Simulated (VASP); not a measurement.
# Te (P6_3/mmc) in VASP: a series of runs

The runs below take Te through single point, with PBE.

Everything below comes from runs of VASP 6.6.1. Logs are shortened: lines on timing, memory, paths and dates and some standing lists are left out, and cuts for length are marked.

### Step 1. The cell of the first run

It takes space group P6_3/mmc (No. 194, hexagonal). The conventional cell has a = 3.976 Å, b = 3.976 Å, c = 4.417 Å, α = 90.00°, β = 90.00°, γ = 120.00°. Te (site symmetry -6m2) has 12 Te at 3.19 to 3.98 Å within 4.2 Å.

This isn't the form of Te at room conditions, which is trigonal, of chains.

### Step 2. Single point, PBE

The input, INCAR:

```
  PREC = Accurate
  ENCUT = 520
  EDIFF = 1E-6
  ISMEAR = -1
  SIGMA = 0.08
  LREAL = False
  LASPH = True
  NELM = 100
  ALGO = Normal
  ISIF = 2
  LWAVE = False
  LCHARG = True
  GGA = PE
  LELF = True
  LVHAR = True
  NBANDS = 13
```

The input, KPOINTS:

```
Automatic mesh
0
Gamma
  13 13 7
```

The input, POSCAR:

```
Te
1.0
    3.9764415017      0.0000000000      0.0000000000
   -1.9882207509      3.4436993572      0.0000000000
    0.0000000000      0.0000000000      4.4169660972
Te
2
Direct
    0.3333333333      0.6666666667      0.2500000000
    0.6666666667      0.3333333333      0.7500000000
```

Potentials or basis: VASP PAW PBE potentials, release 64 (Te).

On the command line:

```
$ cat potpaw_PBE.64/Te/POTCAR > POTCAR
$ mpirun -np 1 vasp_std > vasp.out
```

OUTCAR:

```text
PREC = Accurate
   ENCUT = 520
   EDIFF = 1E-6
   ISMEAR = -1
   LREAL = False
   LASPH = True
   NELM = 100
   ISIF = 2
   GGA = PE

 ion  position               nearest neighbor table
   1  0.333  0.667  0.250-   2 3.19   2 3.19   2 3.19   2 3.19   2 3.19   2 3.19
   2  0.667  0.333  0.750-   1 3.19   1 3.19   1 3.19   1 3.19   1 3.19   1 3.19

  LATTYP: Found a hexagonal cell.
 ALAT       =     3.9764415017
 C/A-ratio  =     1.1107836228

  Lattice vectors:

 A1 = (   3.9764415017,   0.0000000000,   0.0000000000)
 A2 = (  -1.9882207509,   3.4436993572,   0.0000000000)
 A3 = (   0.0000000000,   0.0000000000,   4.4169660972)

Analysis of symmetry for initial positions (statically):
=====================================================================
 Subroutine PRICEL returns:
 Original cell was already a primitive cell.

 Routine SETGRP: Setting up the symmetry group for a
 hexagonal supercell.

 Subroutine GETGRP returns: Found 24 space group operations
 (whereof 12 operations were pure point group operations)
 out of a pool of 24 trial point group operations.

The static configuration has the point symmetry D_3d.
 The point group associated with its full space group is D_6h.

Analysis of symmetry for dynamics (positions and initial velocities):
=====================================================================
 Subroutine PRICEL returns:
 Original cell was already a primitive cell.

 Routine SETGRP: Setting up the symmetry group for a
 hexagonal supercell.

 Subroutine GETGRP returns: Found 24 space group operations
 (whereof 12 operations were pure point group operations)
 out of a pool of 24 trial point group operations.

The dynamic configuration has the point symmetry D_3d.
 The point group associated with its full space group is D_6h.

 Subroutine INISYM returns: Found 24 space group operations
 (whereof 12 operations are pure point group operations),
 and found     1 'primitive' translations

----------------------------------------------------------------------------------------

                                     Primitive cell

  volume of cell :      60.4845

  direct lattice vectors                    reciprocal lattice vectors
     3.976441502  0.000000000  0.000000000     0.251481129  0.145192698  0.000000000
    -1.988220751  3.443699357  0.000000000     0.000000000  0.290385396  0.000000000
     0.000000000  0.000000000  4.416966097     0.000000000  0.000000000  0.226399745

  length of vectors
     3.976441502  3.976441502  4.416966097     0.290385396  0.290385396  0.226399745

  position of ions in fractional coordinates (direct lattice)
     0.333333333  0.666666667  0.250000000
     0.666666667  0.333333333  0.750000000

  ion indices of the primitive-cell ions
   primitive index   ion index
                 1           1
                 2           2

----------------------------------------------------------------------------------------

 KPOINTS: Automatic mesh

Automatic generation of k-mesh.
 Grid dimensions read from file:
 generate k-points for:   13   13    7

 Generating k-lattice:

  Cartesian coordinates                     Fractional coordinates (reciprocal lattice)
     0.019344702  0.011168669  0.000000000     0.076923077  0.000000000  0.000000000
     0.000000000  0.022337338  0.000000000     0.000000000  0.076923077  0.000000000
     0.000000000  0.000000000  0.032342821     0.000000000  0.000000000  0.142857143

  Length of vectors
     0.022337338  0.022337338  0.032342821

  Shift w.r.t. Gamma in fractional coordinates (k-lattice)
     0.000000000  0.000000000  0.000000000

 Subroutine IBZKPT returns following result:
 ===========================================

 Found     84 irreducible k-points:

 Following reciprocal coordinates:
            Coordinates               Weight
  0.000000  0.000000  0.000000      1.000000
  0.076923  0.000000  0.000000      6.000000
  0.153846  0.000000  0.000000      6.000000
  0.230769 -0.000000  0.000000      6.000000
  0.307692  0.000000  0.000000      6.000000
  0.384615  0.000000  0.000000      6.000000
[... 16 lines left out ...]
  0.076923  0.000000  0.142857     12.000000
  0.153846  0.000000  0.142857     12.000000
 [... further k-points ...]
   k-points           NKPTS =     84   k-points in BZ     NKDIM =     84   number of bands    NBANDS=     13
   number of dos      NEDOS =    301   number of ions     NIONS =      2
   total plane-waves  NPLWV =  32400
   dimension x,y,z NGX =    30 NGY =   30 NGZ =   36
   dimension x,y,z NGXF=    60 NGYF=   60 NGZF=   72
   ions per type =               2
   NGX,Y,Z   is equivalent  to a cutoff of  12.54, 12.54, 13.55 a.u.
   NGXF,Y,Z  is equivalent  to a cutoff of  25.08, 25.08, 27.10 a.u.
 SYSTEM =  unknown system
   PREC   = accura    normal or accurate (medium, high low for compatibility)
   ISTART =      0    job   : 0-new  1-cont  2-samecut
   ICHARG =      2    charge: 1-file 2-atom 10-const
   ISPIN  =      1    spin polarized calculation?
   LNONCOLLINEAR =      F non collinear calculations
   LSORBIT =      F    spin-orbit coupling
   LASPH  =      T    aspherical Exc in radial PAW
   ENCUT  =  520.0 eV  38.22 Ry    6.18 a.u.   7.39  7.39  8.21*2*pi/ulx,y,z
   NELM   =    100;   NELMIN=  2; NELMDL= -5     # of ELM steps
   EDIFF  = 0.1E-05   stopping-criterion for ELM
   LREAL  =      F    real-space projection
   EDIFFG = 0.1E-04   stopping-criterion for IOM
   NSW    =      0    number of steps for IOM
   IBRION =     -1    ionic relax: 0-MD 1-quasi-New 2-CG
   NFREE  =      0    steps in history (QN), initial steepest desc. (CG)
   ISIF   =      2    stress and relaxation
   ISYM   =      2    0-nonsym 1-usesym 2-fastsym
   POTIM  = 0.5000    time-step for ionic-motion
   TEBEG  =    0.0;   TEEND  =   0.0 temperature during run
   PSTRESS=    0.0 pullay stress
   NELECT =      12.0000    total number of electrons
   NUPDOWN=      -1.0000    fix difference up-down
   EMIN   =  10.00;   EMAX   =-10.00  energy-range for DOS
   EFERMI =   0.00;   METHOD = LEGACY
   ISMEAR =    -1;   SIGMA  =   0.08  broadening in eV -4-tet -1-fermi 0-gaus
   EFERMI_NEDOS =   21; number of points for ismear=-14 and -15
   IALGO  =     38    algorithm
   IMIX   =      4    mixing-type and parameters
     AMIX     =   0.40;   BMIX     =  1.00
     AMIX_MAG =   1.60;   BMIX_MAG =  1.00
  volume/ion in A,a.u.               =      30.24       204.08
  Fermi-wavevector in a.u.,A,eV,Ry     =   0.954818  1.804344 12.404125  0.911677
  Thomas-Fermi vector in A             =   2.083599
   LORBIT       =      0    0 simple, 1 ext, 2 COOP (PROOUT), +10 PAW based schemes
   GGA     = PE    functional components
   LHFCALC =     F    Hartree Fock is set to
   AEXX    =    0.0000 exact exchange contribution
   IVDW    =     0    specifies the selected vdW correction
   LEPSILON=     F    determine dielectric tensor
   LRPA    =     F    only Hartree local field effects (RPA)
 non-spin polarized calculation
  energy-cutoff  :      520.00
  volume of cell :       60.48
 maximum number of plane-waves:      1660
 NGX is ok and might be reduce to    30
   NGX = 15   NGY = 15   NGZ = 17

 number of electron      12.0000001 magnetization

 Free energy of the ion-electron system (eV)
  ---------------------------------------------------
  ext. energy  EPLUGINS =         0.00000000
  ---------------------------------------------------
  free energy    TOTEN  =        -5.94074842 eV

  energy without entropy =       -5.91727324  energy(sigma->0) =       -5.92901083

 E-fermi :   7.2217     XC(G=0):  -9.6996

 val. band max:        7.2052367698   @ k =   0.0769   0.0000   0.4286
 cond. band min:       7.2522796671   @ k =   0.0000   0.0000   0.4286
 fundamental gap:      0.0470428973
 Fermi energy:         7.2217287948

 k-point     1 :       0.0000    0.0000    0.0000
  band No.  band energies     occupation
      1      -6.6443      2.00000
      2      -1.4133      2.00000
      3       2.4660      2.00000
      4       5.5235      2.00000
      5       5.5235      2.00000
      6       8.2513      0.00001
      7       8.2513      0.00001
      8      10.4211      0.00000
      9      10.7732      0.00000
     10      13.2713      0.00000
     11      15.1865      0.00000
     12      15.1865      0.00000
     13      16.4605      0.00000

 k-point     2 :       0.0769    0.0000    0.0000
  band No.  band energies     occupation
      1      -6.5838      2.00000
      2      -1.4608      2.00000
      3       2.5333      2.00000
      4       5.2559      2.00000
      5       5.3766      2.00000
      6       8.0817      0.00004
      7       8.4028      0.00000
      8      10.5084      0.00000
      9      10.7179      0.00000
     10      13.4967      0.00000
     11      14.9496      0.00000
     12      15.1634      0.00000
     13      16.2675      0.00000

 k-point     3 :       0.1538    0.0000    0.0000
  band No.  band energies     occupation
      1      -6.4046      2.00000
      2      -1.6159      2.00000
      3       2.7332      2.00000
      4       4.6796      2.00000
      5       5.0390      2.00000
      6       7.6553      0.00882
      7       8.7337      0.00000
      8       9.8367      0.00000
      9      11.3944      0.00000
     10      13.3681      0.00000
     11      15.2165      0.00000
     12      15.4531      0.00000
     13      15.8776      0.00000
[... 305 lines left out ...]
 k-point    23 :       0.0769    0.0000    0.1429
  band No.  band energies     occupation
      1      -6.4384      2.00000
      2      -2.0498      2.00000
      3       3.1139      2.00000
      4       5.4840      2.00000
      5       5.5105      2.00000
      6       7.8996      0.00042
      7       8.2722      0.00000
      8      10.0535      0.00000
      9      11.0576      0.00000
     10      13.3959      0.00000
     11      14.2838      0.00000
     12      14.7254      0.00000
     13      16.3509      0.00000

 k-point    24 :       0.1538    0.0000    0.1429
  band No.  band energies     occupation
      1      -6.2611      2.00000
      2      -2.0999      2.00000
      3       2.9593      2.00000
      4       5.1753      2.00000
      5       5.1808      2.00000
      6       7.3070      0.51246
      7       8.5131      0.00000
      8       9.6419      0.00000
      9      11.6926      0.00000
     10      13.3301      0.00000
     11      14.3718      0.00000
     12      15.5988      0.00000
     13      15.8132      0.00000

 [... further k-points ...]
[... 5 lines left out ...]
  --------------------------------------------------------------------------------------
  -------------------------------------------------------------------------------------
  Total        0.5754573      0.5754573      0.5840223     -0.0000000     -0.0000000      0.0000000
  in kB       15.2433278     15.2433278     15.4702069     -0.0000000     -0.0000000      0.0000000
  external PRESSURE =      15.3189542 kB  Pullay stress =       0.0000000 kB

 VOLUME and BASIS-vectors are now :
 -----------------------------------------------------------------------------
  energy-cutoff  :      520.00
  volume of cell :       60.48
      direct lattice vectors                 reciprocal lattice vectors
     3.976441502  0.000000000  0.000000000     0.251481129  0.145192698  0.000000000
    -1.988220751  3.443699357  0.000000000     0.000000000  0.290385396  0.000000000
     0.000000000  0.000000000  4.416966097     0.000000000  0.000000000  0.226399745

 POSITION                                       TOTAL-FORCE (eV/Angst)
 -----------------------------------------------------------------------------------
     -0.00000      2.29580      1.10424        -0.000000     -0.000000      0.000000
      1.98822      1.14790      3.31272         0.000000      0.000000      0.000000
 -----------------------------------------------------------------------------------
    total drift:                                0.000000     -0.000000      0.000000

  FREE ENERGIE OF THE ION-ELECTRON SYSTEM (eV)
  ---------------------------------------------------
  free  energy   TOTEN  =        -5.9407484172 eV

  energy  without entropy=       -5.9172732353  energy(sigma->0) =       -5.92901083
```

Wall time 27 s (1 thread of AMD EPYC 9R45 (Zen 5), shared host); peak memory 0.17 GiB.

Results:

| Property | Result |
| --- | --- |
| Free energy | -5.9407 eV |
| Pressure | 1.5 GPa |
| Band gap on the k mesh | zero (bands 6 and 7 overlap by 2.27 eV) |

Caveat: spin-orbit coupling is left out, which moves the levels of the heavy elements.

### Step 3. Single point, PBE

The input, INCAR:

```
SYSTEM = Te
ALGO = Normal
EDIFF = 1E-6
ENCUT = 520
GGA = PE
ISIF = 2
ISMEAR = -1
LASPH = .True.
LCHARG = .False.
LREAL = .False.
LWAVE = .False.
NBANDS = 13
NELM = 80
PREC = Accurate
SIGMA = 0.08
```

The input, KPOINTS:

```
k-points
0
Gamma
  13 13 7
  0 0 0
```

The input, POSCAR:

```
Te
1.0
    3.9759840290      0.0000000000      0.0000000000
   -1.9879920145      3.4433031741      0.0000000000
    0.0000000000      0.0000000000      4.4189679352
Te
2
Direct
    0.3333333333      0.6666666667      0.2500000000
    0.6666666667      0.3333333333      0.7500000000
```

Potentials or basis: VASP PAW PBE potentials, release 64 (Te).

On the command line:

```
$ cat potpaw_PBE.64/Te/POTCAR > POTCAR
$ mpirun -np 1 vasp_std > vasp.out
```

OUTCAR:

```text
SYSTEM = Te
   EDIFF = 1E-6
   ENCUT = 520
   GGA = PE
   ISIF = 2
   ISMEAR = -1
   LASPH = .True.
   LREAL = .False.
   NELM = 80
   PREC = Accurate

 ion  position               nearest neighbor table
   1  0.333  0.667  0.250-   2 3.19   2 3.19   2 3.19   2 3.19   2 3.19   2 3.19
   2  0.667  0.333  0.750-   1 3.19   1 3.19   1 3.19   1 3.19   1 3.19   1 3.19

  LATTYP: Found a hexagonal cell.
 ALAT       =     3.9759840290
 C/A-ratio  =     1.1114149109

  Lattice vectors:

 A1 = (   3.9759840290,   0.0000000000,   0.0000000000)
 A2 = (  -1.9879920145,   3.4433031741,   0.0000000000)
 A3 = (   0.0000000000,   0.0000000000,   4.4189679352)

Analysis of symmetry for initial positions (statically):
=====================================================================
 Subroutine PRICEL returns:
 Original cell was already a primitive cell.

 Routine SETGRP: Setting up the symmetry group for a
 hexagonal supercell.

 Subroutine GETGRP returns: Found 24 space group operations
 (whereof 12 operations were pure point group operations)
 out of a pool of 24 trial point group operations.

The static configuration has the point symmetry D_3d.
 The point group associated with its full space group is D_6h.

[... 168 lines left out ...]
 k-point     1 :       0.0000    0.0000    0.0000
  band No.  band energies     occupation
      1      -6.6450      2.00000
      2      -1.4196      2.00000
      3       2.4611      2.00000
      4       5.5248      2.00000
      5       5.5248      2.00000
      6       8.2497      0.00001
      7       8.2497      0.00001
      8      10.4213      0.00000
      9      10.7695      0.00000
     10      13.2709      0.00000
     11      15.1831      0.00000
     12      15.1831      0.00000
     13      16.4576      0.00000
[... 354 lines left out ...]
  band No.  band energies     occupation
      1      -6.2619      2.00000
      2      -2.1048      2.00000
      3       2.9562      2.00000
      4       5.1730      2.00000
      5       5.1817      2.00000
      6       7.3041      0.50909
      7       8.5107      0.00000
      8       9.6392      0.00000
      9      11.6923      0.00000
     10      13.3285      0.00000
     11      14.3711      0.00000
     12      15.5964      0.00000
     13      15.8101      0.00000

 [... further k-points ...]
[... 5 lines left out ...]
  --------------------------------------------------------------------------------------
  -------------------------------------------------------------------------------------
  Total        0.5700527      0.5700527      0.5656769      0.0000000     -0.0000000      0.0000000
  in kB       15.0967992     15.0967992     14.9809126      0.0000000     -0.0000000      0.0000000
  external PRESSURE =      15.0581704 kB  Pullay stress =       0.0000000 kB

 VOLUME and BASIS-vectors are now :
 -----------------------------------------------------------------------------
  energy-cutoff  :      520.00
  volume of cell :       60.50
      direct lattice vectors                 reciprocal lattice vectors
     3.975984029  0.000000000  0.000000000     0.251510065  0.145209404  0.000000000
    -1.987992015  3.443303174  0.000000000     0.000000000  0.290418807  0.000000000
     0.000000000  0.000000000  4.418967935     0.000000000  0.000000000  0.226297184

 POSITION                                       TOTAL-FORCE (eV/Angst)
 -----------------------------------------------------------------------------------
     -0.00000      2.29554      1.10474         0.000000      0.000000      0.000000
      1.98799      1.14777      3.31423        -0.000000     -0.000000      0.000000
 -----------------------------------------------------------------------------------
    total drift:                               -0.000000      0.000000      0.000000

  FREE ENERGIE OF THE ION-ELECTRON SYSTEM (eV)
  ---------------------------------------------------
  free  energy   TOTEN  =        -5.9408769934 eV

  energy  without entropy=       -5.9173936450  energy(sigma->0) =       -5.92913532
```

OSZICAR:

```text
N       E                     dE             d eps       ncg     rms          rms(c)
DAV:   1     0.448048530254E+02    0.44805E+02   -0.45581E+03  2184   0.747E+02
DAV:   2    -0.331646835275E+01   -0.48121E+02   -0.46050E+02  2911   0.116E+02
DAV:   3    -0.590044830827E+01   -0.25840E+01   -0.25663E+01  2795   0.290E+01
DAV:   4    -0.593592460670E+01   -0.35476E-01   -0.35472E-01  2626   0.409E+00
DAV:   5    -0.593670077347E+01   -0.77617E-03   -0.77616E-03  2834   0.605E-01    0.101E+01
DAV:   6    -0.593888781334E+01   -0.21870E-02   -0.26992E-03  2589   0.320E-01    0.624E+00
DAV:   7    -0.594087239535E+01   -0.19846E-02   -0.54392E-03  2614   0.458E-01    0.177E-01
DAV:   8    -0.594087354475E+01   -0.11494E-05   -0.14152E-04  2659   0.748E-02    0.111E-01
DAV:   9    -0.594087760820E+01   -0.40635E-05   -0.14599E-05  2817   0.252E-02    0.256E-02
DAV:  10    -0.594087699340E+01    0.61480E-06   -0.78476E-07  1872   0.591E-03
   1 F= -.59408770E+01 E0= -.59291353E+01  d E =-.234833E-01
```

stdout:

```text
POSCAR found type information on POSCAR Te
 POSCAR found :  1 types and       2 ions
 scaLAPACK will be used
 LDA part: xc-table for (Slater+PW92), standard interpolation
 POSCAR, INCAR and KPOINTS ok, starting setup
 FFT: planning ... GRIDC
 FFT: planning ... GRID_SOFT
 FFT: planning ... GRID
 WAVECAR not read
 entering main loop
```

Wall time 26 s (1 thread of AMD EPYC 9R45 (Zen 5), shared host); peak memory 0.18 GiB.

What came out:

* Free energy: -5.9409 eV
* Pressure: 1.5 GPa
* Band gap on the k mesh: zero (bands 6 and 7 overlap by 2.27 eV)

Levels at points of the mesh, in eV from the Fermi level:
```csv
k point,band 4,band 5,band 6,band 7,band 8,band 9
"(0.00, 0.00, 0.00)",-1.69,-1.69,1.03,1.03,3.20,3.55
```

Caveat: spin-orbit coupling is left out, which moves the levels of the heavy elements.
